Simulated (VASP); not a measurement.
Au, 1 atom in the cell. The structure is cubic, space group Fm-3m (No. 225). The conventional cell has a = 4.084 Å, b = 4.084 Å, c = 4.084 Å, α = 90.00°, β = 90.00°, γ = 90.00°. Within 3.8 Å of Au (site symmetry m-3m) lie 12 Au at 2.89 Å. 

* Program: VASP 6.6.1
* Task: single point
* Functional: PBEsol
* Potentials or basis: VASP PAW PBE potentials, release 64 (Au)
* Cutoff: 520 eV
* k mesh: 18 × 18 × 18
* Occupations: gaussian, width 0.1 eV
* Spin: no spin polarisation
* Dipole correction: no
* Further INCAR settings: ALGO = Normal; EDIFF = 1e-06; NBANDS = 12

Potentials or basis: VASP PAW PBE potentials, release 64 (Au).

Run with:

```sh
$ cat potpaw_PBE.64/Au/POTCAR > POTCAR
$ mpirun -np 1 vasp_std > vasp.out
```

Hardware: 1 thread of Intel(R) Xeon(R) 6975P-C (Granite Rapids) (shared host).

Task: How long does it take, and how much memory?

Result: Run time: 11 s on 1 thread of Intel(R) Xeon(R) 6975P-C (Granite Rapids), with other jobs on the host, peak memory 0.17 GiB. Counts: scf iterations 11, k points 195.
